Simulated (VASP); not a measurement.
Input of a VASP 6.6.1 run:

File INCAR:

```
SYSTEM = InSe
PREC = Accurate
ENCUT = 520
EDIFF = 1E-7
ISMEAR = -1
SIGMA = 0.05
LREAL = .False.
LASPH = .True.
NELM = 100
ALGO = Normal
ISIF = 2
LWAVE = .False.
LCHARG = .True.
GGA = PS
LELF = .True.
LVHAR = .True.
NBANDS = 27
```

KPOINTS

```
regular mesh
0
Gamma
  7 7 6
  0 0 0
```

Contents of POSCAR:

```
InSe
1.0
    5.8263928781     -2.0546489550      0.0000000000
    5.8263928781      2.0546489550      0.0000000000
   -1.7232330140      0.0000000000      4.7713478577
In Se
2 2
Direct
    0.8882032500      0.8882032500      0.0468413600
    0.1117967500      0.1117967500      0.9531586400
    0.6609275900      0.6609275900      0.6689556200
    0.3390724100      0.3390724100      0.3310443800
```

Potentials or basis: VASP PAW PBE potentials, release 64 (In_d, Se).

The run is started by

```sh
$ cat potpaw_PBE.64/In_d/POTCAR potpaw_PBE.64/Se/POTCAR > POTCAR
$ mpirun -np 1 vasp_std > vasp.out
```

Q: Predict the pressure.

A: -1.1 GPa.

Q: What does it give for the band gap on the k mesh?

A: 1.07 eV, indirect (least direct gap 1.15 eV).

Stress tensor (GPa, compression positive):
```
-1.39  0.00  0.01
 0.00 -1.05  0.00
 0.01  0.00 -0.87
```

Caveat: the PAW data sets were made with another functional, which shifts forces and pressure a little; spin-orbit coupling is left out, which moves the levels of the heavy elements. Expect the measured gap to be larger: semilocal functionals such as PBEsol lack the derivative discontinuity.
